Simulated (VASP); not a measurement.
## Pb: single point with PBE+D3(BJ)

The system is Pb.

```
CELL_PARAMETERS angstrom
-2.00352 2.00352 2.00352
2.00352 -2.00352 2.00352
2.00352 2.00352 -2.00352
ATOMIC_POSITIONS crystal
Pb 0.00000 0.00000 0.00000
```

This cell differs from its parent crystal: volume scaled by 1.06.

| Property | Result |
| --- | --- |
| Program | VASP 6.6.1 |
| Task | single point |
| Functional | PBE |
| Dispersion | D3(BJ) |
| Potentials or basis | VASP PAW PBE potentials, release 64 (Pb_d) |
| Cutoff | 520 eV |
| k mesh | 16 × 16 × 16 |
| Occupations | gaussian, width 0.1 eV |
| Spin | no spin polarisation |

```
Pressure                   : -2.3 GPa
Band gap on the k mesh     : zero (band 7 reaches 13.77 eV, above the bottom of band 8 at 4.82 eV)
Dispersion energy per atom : -0.386 eV
```

Levels at points of the mesh, in eV from the Fermi level:
| k point | band 5 | band 6 | band 7 | band 8 | band 9 | band 10 |
| --- | --- | --- | --- | --- | --- | --- |
| (0.00, 0.00, 0.00) | -16.91 | -11.40 | 7.10 | 7.10 | 7.10 | 10.95 |
| (0.50, 0.00, 0.00) | -16.79 | -7.89 | -3.81 | 3.25 | 4.94 | 7.21 |
| (0.50, 0.50, 0.50) | -16.82 | -5.44 | -0.34 | -0.34 | -0.34 | 4.49 |

Wall time 61 s on 1 thread of Intel Xeon 8259CL, on a shared host, peak memory 0.21 GiB.

Caveat: spin-orbit coupling is left out, which moves the levels of the heavy elements; pairwise dispersion overbinds metals, which lowers pressure and volume.
